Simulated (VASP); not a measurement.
MnO:

```
Mn O
1.0
     2.93114   -1.69378    0.00000
     2.93114    1.69378    0.00000
    -1.95781    0.00000    2.77233
Mn O
1 1
Direct
  0.50020 0.50020 0.50067
  0.74980 0.74980 0.24934
```

This cell differs from its parent crystal: volume scaled by 0.96.

Base run:

| Item | Value |
| --- | --- |
| Program | VASP 6.6.1 |
| Functional | PBE |
| Potentials or basis | VASP PAW PBE potentials, release 64 (Mn_pv, O) |
| Cutoff | 520 eV |
| k mesh | 9 × 9 × 9 |
| Occupations | fermi-dirac, width 0.05 eV |
| Spin | collinear spin, ferromagnetic start |
| Starting moments | [4.0, 0.0] μB |

Its results: pressure 0.9 GPa; net moment 4.99 μB per cell; site moments Mn +4.42; O +0.19 μB.

Q: The run is repeated on the same cell with these changes: functional from PBE to r2SCAN. What comes out?

A: Pressure -1.4 GPa; net moment 5.00 μB per cell; site moments Mn +4.49; O +0.18 μB.

Caveats: a cell with one magnetic atom can't hold antiferromagnetic order, which such compounds often take; the PAW data sets were made with another functional, which shifts forces and pressure a little (some runs).
